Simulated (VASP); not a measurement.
A run of VASP 6.6.1 is set up as follows.

POSCAR

```
BAs
1.0
    0.0000000000      2.3865985715      2.3865985715
    2.3865985715      0.0000000000      2.3865985715
    2.3865985715      2.3865985715      0.0000000000
B As
1 1
Direct
    0.0000000000      0.0000000000      0.0000000000
    0.2500000000      0.2500000000      0.2500000000
```

INCAR.step1

```
SYSTEM = BAs
  ALGO = Normal
  EDIFF = 1E-5
  ENCUT = 550
  GGA = PE
  GGA_COMPAT = .FALSE.
  ISMEAR = 0
  LASPH = .TRUE.
  LCHARG = .FALSE.
  LREAL = .FALSE.
  LWAVE = .TRUE.
  NBANDS = 11
  NELM = 120
  PREC = Accurate
  SIGMA = 0.02
```

Contents of INCAR.step2:

```
SYSTEM = BAs
  ALGO = Normal
  BPARAM = 11.95
  CPARAM = 0.0093
  EDIFF = 1E-6
  ENCUT = 550
  GGA_COMPAT = .FALSE.
  ISIF = 2
  ISMEAR = 0
  ISTART = 1
  IVDW_NL = 2
  LASPH = .TRUE.
  LCHARG = .FALSE.
  LMIXTAU = .TRUE.
  LREAL = .FALSE.
  LUSE_VDW = .TRUE.
  LWAVE = .FALSE.
  METAGGA = R2SCAN
  NBANDS = 11
  NELM = 120
  PREC = Accurate
  SIGMA = 0.02
```

KPOINTS

```
k-points
0
G
  10 10 10
  0 0 0
```

Potentials or basis: VASP PAW PBE potentials, release 64 (B, As).

Command:

```bash
$ cat potpaw_PBE.64/B/POTCAR potpaw_PBE.64/As/POTCAR > POTCAR
$ cp INCAR.step1 INCAR
$ mpirun -np 1 vasp_std > vasp.out
$ cp INCAR.step2 INCAR
$ mpirun -np 1 vasp_std > vasp.out
```

(1) Estimate the pressure.

(2) What does it give for the band gap on the k mesh?

Answers

(1) 0.6 GPa.

(2) 1.33 eV, indirect (least direct gap 3.44 eV).

Caveat: the PAW data sets were made with another functional, which shifts forces and pressure a little.
